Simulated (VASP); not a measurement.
Runs of VASP 6.6.1 on CoSi2. The structure is cubic, space group Fm-3m (No. 225). The conventional cell has a = 5.356 Å, b = 5.356 Å, c = 5.356 Å, α = 90.00°, β = 90.00°, γ = 90.00°. Co (site symmetry m-3m) has 8 Si at 2.32 Å within 3.1 Å. Si (site symmetry -43m) has 4 Co at 2.32 Å and 6 Si at 2.68 Å within 3.1 Å. 

```csv
level,potentials or basis,spin,fixed moment (μB),k mesh,cutoff (eV),smearing,second run,pressure (GPa),moment (μB)
BLYP+D4,"VASP PAW PBE potentials, release 64 (Co, Si)","collinear, ferromagnetic start",4.0,9 × 9 × 9,520,tetrahedron,-,(a),4.00
PBE,"VASP PAW PBE potentials, release 64 (Co, Si)","collinear, ferromagnetic start",1.5,7 × 7 × 7,520,fermi-dirac 0.05 eV,-,9.8,1.50
PBEsol,"VASP PAW PBE potentials, release 64 (Co, Si)","collinear, ferromagnetic start",1.5,7 × 7 × 7,520,fermi-dirac 0.05 eV,-,(b),1.50
PBE,"VASP PAW PBE potentials, release 64 (Co_sv, Si)","collinear, ferromagnetic start",1.5,7 × 7 × 7,600,fermi-dirac 0.05 eV,valence_matched,8.9,1.50
PBEsol,"VASP PAW PBE potentials, release 64 (Co, Si)",off,-,9 × 9 × 9,520,fermi-dirac 0.05 eV,-,-4.4,-
```

Alike in all rows: task single point; cell as given.

Question: Estimate the missing entries.

Answer: (a) 32.8; (b) 5.2.

Caveats: the total moment is fixed, so each spin has its own Fermi level (some runs); the PAW data sets were made with another functional, which shifts forces and pressure a little (some runs).

The runs don't all hold the same shells in valence.
